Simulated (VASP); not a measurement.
Input of a VASP 6.6.1 run:

Contents of INCAR:

```
ALGO = Normal ; EDIFF = 1E-7
ENCUT = 520 ; GGA = PE
ISIF = 2 ; ISMEAR = -1
LASPH = True ; LCHARG = False
LREAL = False ; LWAVE = False
NBANDS = 92 ; NELM = 80
PREC = Accurate ; SIGMA = 0.1
```

The input KPOINTS:

```
k-points
0
Gamma
  4 3 4
```

The input POSCAR:

```
Tc12N
1.0
    5.4800000000      0.0000000000      0.0000000000
   -4.1100000000      7.1187290000      0.0000000000
    0.0000000000      0.0000000000      4.3949600000
Tc N
12 1
Direct
    0.0722739244      0.0390659625     -0.0097384277
    0.1569590937      0.2255318330      0.4944982434
   -0.0137111924      0.3342731547     -0.0171332617
    0.1667689232      0.5708743794      0.4994357173
   -0.0038598067      0.6507903307     -0.0228898557
    0.1552963210      0.8742150460      0.4483999854
    0.4747980938     -0.0059139771      0.0100797277
    0.6657673851      0.2319234234      0.5155450789
    0.5100321699      0.3400185623     -0.0043913938
    0.6678941756      0.5585547645      0.5640096838
    0.4590568033      0.6249711149      0.0316043832
    0.6995881056      0.9044873038      0.4873536961
    0.6842829465      0.8756619335      0.9300425942
```

Potentials or basis: VASP PAW PBE potentials, release 64 (Tc_pv, N).

The run is started by

```console
$ cat potpaw_PBE.64/Tc_pv/POTCAR potpaw_PBE.64/N/POTCAR > POTCAR
$ mpirun -np 1 vasp_std > vasp.out
```

**Question.** Estimate the largest force.

**Answer.** 3.699 eV/Å.

**Question.** Estimate the pressure.

**Answer.** 26.0 GPa.

Forces in eV/Å, atoms in the order of the input:
```
Tc  -1.173 -2.136 -0.011
Tc   0.360  1.437 -0.695
Tc   0.095 -0.555  0.260
Tc   0.371 -1.927  0.444
Tc  -0.646  1.551  1.692
Tc   0.067  1.040  2.020
Tc   0.407  1.890  0.025
Tc  -0.119 -0.519 -0.891
Tc   0.675  0.152  1.126
Tc  -0.282 -0.425 -3.664
Tc   0.677  0.650  1.184
Tc  -0.809 -1.243 -0.968
N    0.376  0.085 -0.524
```

Caveat: the atoms stand as in a frame of molecular dynamics.
